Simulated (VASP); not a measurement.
A run of VASP 6.6.1:

Contents of INCAR:

```
ALGO = Normal ; EDIFF = 1E-7
ENCUT = 520 ; GGA = PE
ISIF = 2 ; ISMEAR = 0
LASPH = True ; LCHARG = True
LELF = True ; LREAL = False
LVHAR = True ; LWAVE = False
NBANDS = 60 ; NELM = 80
PREC = Accurate ; SIGMA = 0.1
```

File KPOINTS:

```
k-points
0
Gamma
  4 4 2
```

Contents of POSCAR:

```
W2Br3
1.0
    6.2696657003      0.3645467793     -0.0580800056
    1.6753549815      6.0603304218     -0.2647305564
    0.8402204262      0.9507464190      6.8133683537
W Br
4 6
Direct
    0.9481316960      0.8779828637      0.3988860458
    0.9488595792      0.8780621836      0.8997408142
    0.1213753517      0.0523188479      0.1002875392
    0.1216023020      0.0508716916      0.6000550013
    0.7264615788      0.2733728690      0.2494450300
    0.7268318749      0.2724179898      0.7490098114
    0.5427000276      0.8395495943      0.5729811265
    0.5424342139      0.8397898496      0.0722014343
    0.1606314172      0.4578008905      0.4291496360
    0.1609719588      0.4578332201      0.9282435613
```

Potentials or basis: VASP PAW PBE potentials, release 64 (W_sv, Br).

Run with:

```bash
$ cat potpaw_PBE.64/W_sv/POTCAR potpaw_PBE.64/Br/POTCAR > POTCAR
$ mpirun -np 1 vasp_std > vasp.out
```

Hardware: 1 thread of Oxide Virtual Turin-like Processor, on a shared host.

**Question.** How long does it take, and how much memory?

**Answer.** Wall time 12 min on 1 thread of Oxide Virtual Turin-like Processor (shared host), peak memory 0.45 GiB. Counts: scf iterations 18, k points 20.
